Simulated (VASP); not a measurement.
A run of VASP 6.6.1:

The input INCAR:

```
SYSTEM = ScF3
PREC     = Accurate       ! precision mode
ENCUT    = 520            ! plane-wave cutoff, eV
EDIFF    = 1E-8           ! SCF threshold, eV
ISMEAR   = -1             ! smearing method
SIGMA    = 0.02           ! smearing width, eV
LREAL    = .FALSE.        ! projectors in reciprocal space
LASPH    = .TRUE.         ! aspherical terms in the spheres
NELM     = 80             ! most SCF steps
ALGO     = Normal         ! electronic algorithm
ISIF     = 2              ! what is computed and relaxed
LWAVE    = .FALSE.        ! write WAVECAR
LCHARG   = .FALSE.        ! write CHGCAR
GGA      = CA             ! functional
LEFG     = .TRUE.       
NBANDS   = 24             ! bands
```

File KPOINTS:

```
Automatic mesh
0
G
  6 6 6
  0 0 0
```

Contents of POSCAR:

```
ScF3
1.0
    4.0257804966      0.0000000000      0.0000000000
    0.0000000000      4.0257804966      0.0000000000
    0.0000000000      0.0000000000      4.0257804966
Sc F
1 3
Direct
    0.0000000000      0.0000000000      0.0000000000
    0.5000000000      0.0000000000      0.0000000000
    0.0000000000      0.5000000000      0.0000000000
    0.0000000000      0.0000000000      0.5000000000
```

Potentials or basis: VASP PAW LDA potentials, release 64 (Sc_sv, F).

Command:

```sh
$ cat potpaw_LDA.64/Sc_sv/POTCAR potpaw_LDA.64/F/POTCAR > POTCAR
$ mpirun -np 1 vasp_std > vasp.out
```

Hardware: 1 thread of Intel(R) Xeon(R) Platinum 8175M CPU @ 2.50GHz (Skylake/Cascade Lake), on a shared host.

Problem. How long does it take, and how much memory?

Solution. Wall time 38 s on 1 thread of Intel(R) Xeon(R) Platinum 8175M CPU @ 2.50GHz (Skylake/Cascade Lake), on a shared host, peak memory 0.16 GiB. Counts: scf iterations 17, k points 20.
